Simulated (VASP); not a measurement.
# SiC (Moissanite) (P6_3mc) in VASP: notebook

Runs on SiC (Moissanite). Level: PBE. Tasks: single point.

Everything below comes from runs of VASP 6.6.1. Logs are shortened: lines on timing, memory, paths and dates and some standing lists are left out, and cuts for length are marked.

### 1 The cell of the first run

Symmetry: P6_3mc, No. 186, hexagonal system. The conventional cell has a = 3.086 Å, b = 3.086 Å, c = 5.065 Å, α = 90.00°, β = 90.00°, γ = 120.00°. Si (site symmetry 3m) has 4 C at 1.87 to 1.95 Å within 2.5 Å. C (site symmetry 3m) has 4 Si at 1.87 to 1.95 Å within 2.5 Å.

### 2 Single point, PBE

Input file INCAR:

```
SYSTEM = SiC
PREC = Accurate
ENCUT = 520
EDIFF = 1E-6
ISMEAR = 0
SIGMA = 0.01
LREAL = .False.
LASPH = .True.
NELM = 80
ALGO = Normal
ISIF = 2
LWAVE = .False.
LCHARG = .False.
GGA = PE
NBANDS = 16
```

Input file KPOINTS:

```
Automatic mesh
0
Gamma
  12 12 4
  0 0 0
```

Input file POSCAR:

```
SiC
1.0
    3.0862193442      0.0000000000      0.0000000000
   -1.5431096721      2.6727442112      0.0000000000
    0.0000000000      0.0000000000      5.0647708873
Si C
2 2
Direct
    0.3333333333      0.6666666667      0.0000000000
    0.6666666667      0.3333333333      0.5000000000
    0.3333333333      0.6666666667      0.3850000000
    0.6666666667      0.3333333333      0.8850000000
```

Potentials or basis: VASP PAW PBE potentials, release 64 (Si, C).

On the command line:

```
$ cat potpaw_PBE.64/Si/POTCAR potpaw_PBE.64/C/POTCAR > POTCAR
$ mpirun -np 1 vasp_std > vasp.out
```

OUTCAR:

```text
SYSTEM = SiC
   PREC = Accurate
   ENCUT = 520
   EDIFF = 1E-6
   ISMEAR = 0
   LREAL = .False.
   LASPH = .True.
   NELM = 80
   ISIF = 2
   GGA = PE

 ion  position               nearest neighbor table
   1  0.333  0.667  0.000-   4 1.87   4 1.87   4 1.87   3 1.95   2 3.10   2 3.10   2 3.10   2 3.10
                             2 3.10   2 3.10
   2  0.667  0.333  0.500-   3 1.87   3 1.87   3 1.87   4 1.95   1 3.10   1 3.10   1 3.10   1 3.10
                             1 3.10   1 3.10
   3  0.333  0.667  0.385-   2 1.87   2 1.87   2 1.87   1 1.95
   4  0.667  0.333  0.885-   1 1.87   1 1.87   1 1.87   2 1.95

  LATTYP: Found a hexagonal cell.
 ALAT       =     3.0862193442
 C/A-ratio  =     1.6410923277

  Lattice vectors:

 A1 = (   3.0862193442,   0.0000000000,   0.0000000000)
 A2 = (  -1.5431096721,   2.6727442112,   0.0000000000)
 A3 = (   0.0000000000,   0.0000000000,   5.0647708873)

Analysis of symmetry for initial positions (statically):
=====================================================================
 Subroutine PRICEL returns:
 Original cell was already a primitive cell.

 Routine SETGRP: Setting up the symmetry group for a
 hexagonal supercell.

 Subroutine GETGRP returns: Found 12 space group operations
 (whereof  6 operations were pure point group operations)
 out of a pool of 24 trial point group operations.

The static configuration has the point symmetry C_3v.
 The point group associated with its full space group is C_6v.

Analysis of symmetry for dynamics (positions and initial velocities):
=====================================================================
 Subroutine PRICEL returns:
 Original cell was already a primitive cell.

 Routine SETGRP: Setting up the symmetry group for a
 hexagonal supercell.

 Subroutine GETGRP returns: Found 12 space group operations
 (whereof  6 operations were pure point group operations)
 out of a pool of 24 trial point group operations.

The dynamic configuration has the point symmetry C_3v.
 The point group associated with its full space group is C_6v.

 Subroutine INISYM returns: Found 12 space group operations
 (whereof  6 operations are pure point group operations),
 and found     1 'primitive' translations

----------------------------------------------------------------------------------------

                                     Primitive cell

  volume of cell :      41.7776

  direct lattice vectors                    reciprocal lattice vectors
     3.086219344  0.000000000  0.000000000     0.324021039  0.187073644  0.000000000
    -1.543109672  2.672744211  0.000000000     0.000000000  0.374147289  0.000000000
     0.000000000  0.000000000  5.064770887     0.000000000  0.000000000  0.197442297

  length of vectors
     3.086219344  3.086219221  5.064770887     0.374147274  0.374147289  0.197442297

  position of ions in fractional coordinates (direct lattice)
     0.333333333  0.666666667  0.000000000
     0.666666667  0.333333333  0.500000000
     0.333333333  0.666666667  0.385000000
     0.666666667  0.333333333  0.885000000

  ion indices of the primitive-cell ions
   primitive index   ion index
                 1           1
                 2           2
                 3           3
                 4           4

----------------------------------------------------------------------------------------

 KPOINTS: Automatic mesh

Automatic generation of k-mesh.
 Grid dimensions read from file:
 generate k-points for:   12   12    4

 Generating k-lattice:

  Cartesian coordinates                     Fractional coordinates (reciprocal lattice)
     0.027001753  0.015589470  0.000000000     0.083333333  0.000000000  0.000000000
     0.000000000  0.031178941  0.000000000     0.000000000  0.083333333  0.000000000
     0.000000000  0.000000000  0.049360574     0.000000000  0.000000000  0.250000000

  Length of vectors
     0.031178939  0.031178941  0.049360574

  Shift w.r.t. Gamma in fractional coordinates (k-lattice)
     0.000000000  0.000000000  0.000000000

 Subroutine IBZKPT returns following result:
 ===========================================

 Found     57 irreducible k-points:

 Following reciprocal coordinates:
            Coordinates               Weight
  0.000000  0.000000  0.000000      1.000000
  0.083333  0.000000  0.000000      6.000000
  0.166667  0.000000  0.000000      6.000000
  0.250000  0.000000  0.000000      6.000000
  0.333333  0.000000  0.000000      6.000000
  0.416667  0.000000  0.000000      6.000000
[... 16 lines left out ...]
  0.250000  0.000000  0.250000     12.000000
  0.333333  0.000000  0.250000     12.000000
 [... further k-points ...]
   k-points           NKPTS =     57   k-points in BZ     NKDIM =     57   number of bands    NBANDS=     16
   number of dos      NEDOS =    301   number of ions     NIONS =      4
   total plane-waves  NPLWV =  23040
   dimension x,y,z NGX =    24 NGY =   24 NGZ =   40
   dimension x,y,z NGXF=    48 NGYF=   48 NGZF=   80
   ions per type =               2   2
   NGX,Y,Z   is equivalent  to a cutoff of  12.93, 12.93, 13.13 a.u.
   NGXF,Y,Z  is equivalent  to a cutoff of  25.86, 25.86, 26.26 a.u.
 SYSTEM =  SiC
   PREC   = accura    normal or accurate (medium, high low for compatibility)
   ISTART =      0    job   : 0-new  1-cont  2-samecut
   ICHARG =      2    charge: 1-file 2-atom 10-const
   ISPIN  =      1    spin polarized calculation?
   LNONCOLLINEAR =      F non collinear calculations
   LSORBIT =      F    spin-orbit coupling
   LASPH  =      T    aspherical Exc in radial PAW
   ENCUT  =  520.0 eV  38.22 Ry    6.18 a.u.   5.74  5.74  9.42*2*pi/ulx,y,z
   NELM   =     80;   NELMIN=  2; NELMDL= -5     # of ELM steps
   EDIFF  = 0.1E-05   stopping-criterion for ELM
   LREAL  =      F    real-space projection
   EDIFFG = 0.1E-04   stopping-criterion for IOM
   NSW    =      0    number of steps for IOM
   IBRION =     -1    ionic relax: 0-MD 1-quasi-New 2-CG
   NFREE  =      0    steps in history (QN), initial steepest desc. (CG)
   ISIF   =      2    stress and relaxation
   ISYM   =      2    0-nonsym 1-usesym 2-fastsym
   POTIM  = 0.5000    time-step for ionic-motion
   TEBEG  =    0.0;   TEEND  =   0.0 temperature during run
   PSTRESS=    0.0 pullay stress
   NELECT =      16.0000    total number of electrons
   NUPDOWN=      -1.0000    fix difference up-down
   EMIN   =  10.00;   EMAX   =-10.00  energy-range for DOS
   EFERMI =   0.00;   METHOD = LEGACY
   ISMEAR =     0;   SIGMA  =   0.01  broadening in eV -4-tet -1-fermi 0-gaus
   EFERMI_NEDOS =   21; number of points for ismear=-14 and -15
   IALGO  =     38    algorithm
   IMIX   =      4    mixing-type and parameters
     AMIX     =   0.40;   BMIX     =  1.00
     AMIX_MAG =   1.60;   BMIX_MAG =  1.00
  volume/ion in A,a.u.               =      10.44        70.48
  Fermi-wavevector in a.u.,A,eV,Ry     =   1.188868  2.246634 19.230559  1.413406
  Thomas-Fermi vector in A             =   2.324988
   LORBIT       =      0    0 simple, 1 ext, 2 COOP (PROOUT), +10 PAW based schemes
   GGA     = PE    functional components
   LHFCALC =     F    Hartree Fock is set to
   AEXX    =    0.0000 exact exchange contribution
   IVDW    =     0    specifies the selected vdW correction
   LEPSILON=     F    determine dielectric tensor
   LRPA    =     F    only Hartree local field effects (RPA)
 non-spin polarized calculation
 Gauss-broadening in eV      SIGMA  =   0.01
  energy-cutoff  :      520.00
  volume of cell :       41.78
 maximum number of plane-waves:      1146
 NGX is ok and might be reduce to    24
   NGX = 11   NGY = 11   NGZ = 19

 number of electron      16.0000000 magnetization

 Free energy of the ion-electron system (eV)
  ---------------------------------------------------
  ext. energy  EPLUGINS =         0.00000000
  ---------------------------------------------------
  free energy    TOTEN  =       -30.07456172 eV

  energy without entropy =      -30.07456172  energy(sigma->0) =      -30.07456172

 E-fermi :   8.4214     XC(G=0): -11.3053

 val. band max:        8.2971672267   @ k =   0.0000   0.0000   0.0000
 cond. band min:      10.6378300305   @ k =   0.3333   0.3333   0.0000
 fundamental gap:      2.3406628038
 Fermi energy:         8.4214075137

 k-point     1 :       0.0000    0.0000    0.0000
  band No.  band energies     occupation
      1      -7.3486      2.00000
      2      -3.8841      2.00000
      3      -0.3368      2.00000
      4       6.7456      2.00000
      5       6.7456      2.00000
      6       8.0209      2.00000
[... 8 lines left out ...]
     15      16.9314      0.00000
     16      19.5586      0.00000

 k-point     2 :       0.0833    0.0000    0.0000
  band No.  band energies     occupation
      1      -7.2288      2.00000
      2      -3.7811      2.00000
      3      -0.2259      2.00000
      4       6.0713      2.00000
      5       6.5399      2.00000
      6       7.5687      2.00000
[... 8 lines left out ...]
     15      17.2446      0.00000
     16      18.5712      0.00000

 k-point     3 :       0.1667    0.0000    0.0000
  band No.  band energies     occupation
      1      -6.8728      2.00000
      2      -3.4808      2.00000
      3       0.0975      2.00000
      4       4.6005      2.00000
      5       6.0724      2.00000
      6       6.4591      2.00000
[... 8 lines left out ...]
     15      17.5757      0.00000
     16      17.9493      0.00000

 k-point     4 :       0.2500    0.0000    0.0000
  band No.  band energies     occupation
      1      -6.2914      2.00000
      2      -3.0182      2.00000
      3       0.5822      2.00000
      4       2.9965      2.00000
      5       5.0818      2.00000
      6       5.5629      2.00000
[... 8 lines left out ...]
     15      18.0383      0.00000
     16      18.8223      0.00000
[... 324 lines left out ...]
 k-point    22 :       0.1667    0.0000    0.2500
  band No.  band energies     occupation
      1      -6.5753      2.00000
      2      -4.4117      2.00000
      3       1.4674      2.00000
      4       4.8698      2.00000
      5       5.7698      2.00000
      6       6.2678      2.00000
[... 8 lines left out ...]
     15      17.5516      0.00000
     16      18.7098      0.00000

 k-point    23 :       0.2500    0.0000    0.2500
  band No.  band energies     occupation
      1      -5.9988      2.00000
      2      -3.8932      2.00000
      3       1.6752      2.00000
      4       3.4874      2.00000
      5       4.3905      2.00000
      6       5.7737      2.00000
[... 8 lines left out ...]
     15      18.6589      0.00000
     16      19.0081      0.00000

 k-point    24 :       0.3333    0.0000    0.2500
  band No.  band energies     occupation
      1      -5.2292      2.00000
      2      -3.2501      2.00000
      3       1.0159      2.00000
      4       2.8491      2.00000
      5       3.3022      2.00000
      6       5.3607      2.00000
[... 8 lines left out ...]
     15      19.5505      0.00000
     16      19.8539      0.00000

 [... further k-points ...]

------------------------ aborting loop because EDIFF is reached ----------------------------------------

  FORCE on cell =-STRESS in cart. coord.  units (eV):
  Direction    XX          YY          ZZ          XY          YZ          ZX
  --------------------------------------------------------------------------------------
  -------------------------------------------------------------------------------------
  Total        0.7590005      0.7590004     -0.4019651      0.0000000      0.0000000      0.0000000
  in kB       29.1077500     29.1077469    -15.4154068      0.0000000      0.0000000      0.0000000
  external PRESSURE =      14.2666967 kB  Pullay stress =       0.0000000 kB

 VOLUME and BASIS-vectors are now :
 -----------------------------------------------------------------------------
  energy-cutoff  :      520.00
  volume of cell :       41.78
      direct lattice vectors                 reciprocal lattice vectors
     3.086219344  0.000000000  0.000000000     0.324021039  0.187073644  0.000000000
    -1.543109672  2.672744211  0.000000000     0.000000000  0.374147289  0.000000000
     0.000000000  0.000000000  5.064770887     0.000000000  0.000000000  0.197442297

 POSITION                                       TOTAL-FORCE (eV/Angst)
 -----------------------------------------------------------------------------------
     -0.00000      1.78183      0.00000        -0.000000      0.000000      0.736194
      1.54311      0.89091      2.53239         0.000000     -0.000000      0.736194
     -0.00000      1.78183      1.94994        -0.000000      0.000000     -0.736194
      1.54311      0.89091      4.48232         0.000000     -0.000000     -0.736194
 -----------------------------------------------------------------------------------
    total drift:                               -0.000000      0.000000     -0.000181

  FREE ENERGIE OF THE ION-ELECTRON SYSTEM (eV)
  ---------------------------------------------------
  free  energy   TOTEN  =       -30.0745617232 eV

  energy  without entropy=      -30.0745617232  energy(sigma->0) =      -30.07456172
```

It took 15 s on 1 thread of Intel Xeon 6975P-C (Granite Rapids), shared host; peak memory 0.16 GiB.

What came out:

| Item | Value |
| --- | --- |
| Free energy | -30.0746 eV |
| Pressure | 1.4 GPa |
| Largest force | 0.736 eV/Å |
| Band gap on the k mesh | 2.34 eV, indirect (least direct gap 4.06 eV) |

Forces on the atoms (eV/Å):
```
Si   0.000  0.000  0.736
Si   0.000  0.000  0.736
C    0.000  0.000 -0.736
C    0.000  0.000 -0.736
```

(Part 1 of 2 ends here.)
